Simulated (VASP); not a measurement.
Input of a VASP 6.6.1 run:

The input INCAR:

```
SYSTEM = Ca
ALGO = Normal ; EDIFF = 1E-7
ENCUT = 520 ; GGA = PS
ISIF = 2 ; ISMEAR = -1
LASPH = .True. ; LCHARG = .False.
LREAL = .False. ; LWAVE = .False.
NBANDS = 28 ; NELM = 60
PREC = Accurate ; SIGMA = 0.1
```

Contents of KPOINTS:

```
k-points
0
Gamma
  11 11 3
  0 0 0
```

POSCAR

```
Ca
1.0
    4.0030239330      0.0000000000      0.0000000000
   -2.0015119665      3.4667204179      0.0000000000
    0.0000000000      0.0000000000     13.1429282484
Ca
4
Direct
    1.0000000000      0.0000000000      1.0000000000
    1.0000000000      0.0000000000      0.5000000000
    0.3333333333      0.6666666667      0.2500000000
    0.6666666667      0.3333333333      0.7500000000
```

Potentials or basis: VASP PAW PBE potentials, release 64 (Ca_sv).

Run with:

```bash
$ cat potpaw_PBE.64/Ca_sv/POTCAR > POTCAR
$ mpirun -np 1 vasp_std > vasp.out
```

Task: Predict the band gap on the k mesh.

Result: Zero (bands 20 and 21 overlap by 0.45 eV).

Task: Estimate the pressure.

Result: -1.7 GPa.

Stress tensor (GPa, compression positive):
```
-1.66  0.00  0.00
 0.00 -1.66  0.00
 0.00  0.00 -1.74
```

Caveat: the PAW data sets were made with another functional, which shifts forces and pressure a little.
